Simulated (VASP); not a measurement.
Wanted: the native input for a VASP 6.6.1 run.

```yaml
Task: single point
Functional: PBE
Potentials_or_basis: VASP PAW PBE potentials, release 64 (Mg, O)
Cutoff: 600 eV
k_mesh: 9 × 9 × 9
Occupations: gaussian, width 0.02 eV
Spin: no spin polarisation
Dipole_correction: no
Further_INCAR_settings: ALGO = Normal; EDIFF = 1e-06; NBANDS = 11
```

The structure of MgO lies in POSCAR:

```
MgO
1.0
    0.0000000000      2.1130000000      2.1130000000
    2.1130000000      0.0000000000      2.1130000000
    2.1130000000      2.1130000000      0.0000000000
Mg O
1 1
Direct
    0.0000000000      0.0000000000      0.0000000000
    0.5000000000      0.5000000000      0.5000000000
```

One way to write it, as run:

INCAR

```
PREC     = Accurate       # precision mode
ENCUT    = 600            # plane-wave cutoff, eV
EDIFF    = 1E-6           # SCF threshold, eV
ISMEAR   = 0              # smearing method
SIGMA    = 0.02           # smearing width, eV
LREAL    = False          # projectors in reciprocal space
LASPH    = True           # aspherical terms in the spheres
NELM     = 120            # most SCF steps
ALGO     = Normal         # electronic algorithm
ISIF     = 2              # what is computed and relaxed
LWAVE    = False          # write WAVECAR
LCHARG   = False          # write CHGCAR
GGA      = PE             # functional
NBANDS   = 11             # bands
GGA_COMPAT= False
```

KPOINTS

```
Automatic mesh
0
Gamma
  9 9 9
```

Potentials or basis: VASP PAW PBE potentials, release 64 (Mg, O).

The run is started by

```sh
$ cat potpaw_PBE.64/Mg/POTCAR potpaw_PBE.64/O/POTCAR > POTCAR
$ mpirun -np 1 vasp_std > vasp.out
```

Results of the run:

| Property | Result |
| --- | --- |
| Pressure | 2.1 GPa |
| Band gap on the k mesh | 4.63 eV, direct |

Run time: 7.5 s on 1 thread of Intel Xeon 6975P-C, with other jobs on the host, peak memory 0.14 GiB.
